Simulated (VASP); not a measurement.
Sc: single point with PBE

Crystal: Sc.

```xyz
1
Lattice="0.0000 2.2767 2.2767 2.2767 0.0000 2.2767 2.2767 2.2767 0.0000" Properties=species:S:1:pos:R:3 pbc="T T T"
Sc    0.0000    0.0000    0.0000
```

This cell differs from its parent crystal: strained.

* Program: VASP 6.6.1
* Task: single point
* Functional: PBE
* Potentials or basis: VASP PAW PBE potentials, release 64 (Sc_sv)
* Cutoff: 520 eV
* k mesh: 16 × 16 × 16
* Occupations: gaussian, width 0.1 eV
* Spin: no spin polarisation
* Dipole correction: no
* Further INCAR settings: ALGO = Normal; EDIFF = 1e-06; NBANDS = 12

| Quantity | Value |
| --- | --- |
| Pressure | 2.4 GPa |

Levels at points of the mesh, in eV from the Fermi level:
```tsv
k point	band 2	band 3	band 4	band 5	band 6	band 7	band 8	band 9
(0.00, 0.00, 0.00)	-27.71	-27.71	-27.71	-5.27	1.64	1.64	1.64	3.10
(0.50, 0.00, 0.00)	-28.17	-27.77	-27.77	-1.82	0.31	1.52	1.52	4.04
(0.50, 0.50, 0.00)	-28.14	-27.87	-27.87	-1.61	-0.69	2.07	4.04	4.29
```

Run time: 21 s on 1 thread of Intel(R) Xeon(R) Platinum 8259CL CPU @ 2.50GHz (Skylake/Cascade Lake), with other jobs on the host, peak memory 0.16 GiB.

Caveat: the cell differs from its parent crystal (strained).
